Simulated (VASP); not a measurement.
Here is a VASP 6.6.1 calculation.

The input INCAR:

```
PREC     = Accurate       # precision mode
ENCUT    = 520            # plane-wave cutoff, eV
EDIFF    = 1E-6           # SCF threshold, eV
ISMEAR   = 0              # smearing method
SIGMA    = 0.1            # smearing width, eV
LREAL    = False          # projectors in reciprocal space
LASPH    = True           # aspherical terms in the spheres
NELM     = 80             # most SCF steps
ALGO     = Normal         # electronic algorithm
ISIF     = 2              # what is computed and relaxed
LWAVE    = False          # write WAVECAR
LCHARG   = True           # write CHGCAR
GGA      = PE             # functional
LELF     = True           # ELF
LVHAR    = True         
NBANDS   = 21             # bands
```

Contents of KPOINTS:

```
regular mesh
0
Gamma
  6 6 2
```

POSCAR

```
SiC2
1.0
    2.7134615600      0.0000000000      0.0000000000
   -1.3567307800      2.3499266400      0.0000000000
    0.0000000000      0.0000000000     12.8047316700
Si C
2 4
Direct
    0.6666666700      0.3333333300      0.3333333300
    0.6666666700      0.3333333300      0.6666666700
    0.3333333300      0.6666666700      0.8333333300
    0.3333333300      0.6666666700      0.1666666700
    0.3333333300      0.6666666700      0.5000000000
    0.6666666700      0.3333333300      0.0000000000
```

Potentials or basis: VASP PAW PBE potentials, release 64 (Si, C).

Command:

```console
$ cat potpaw_PBE.64/Si/POTCAR potpaw_PBE.64/C/POTCAR > POTCAR
$ mpirun -np 1 vasp_std > vasp.out
```

(1) What does it give for the largest force?

(2) Estimate the band gap on the k mesh.

Results:

(1) 0.154 eV/Å.

(2) zero (bands 12 and 13 overlap by 4.96 eV).

Caveat: the k points lie up to 0.45 Å⁻¹ apart, too coarse for converged energies and pressures of a metal.
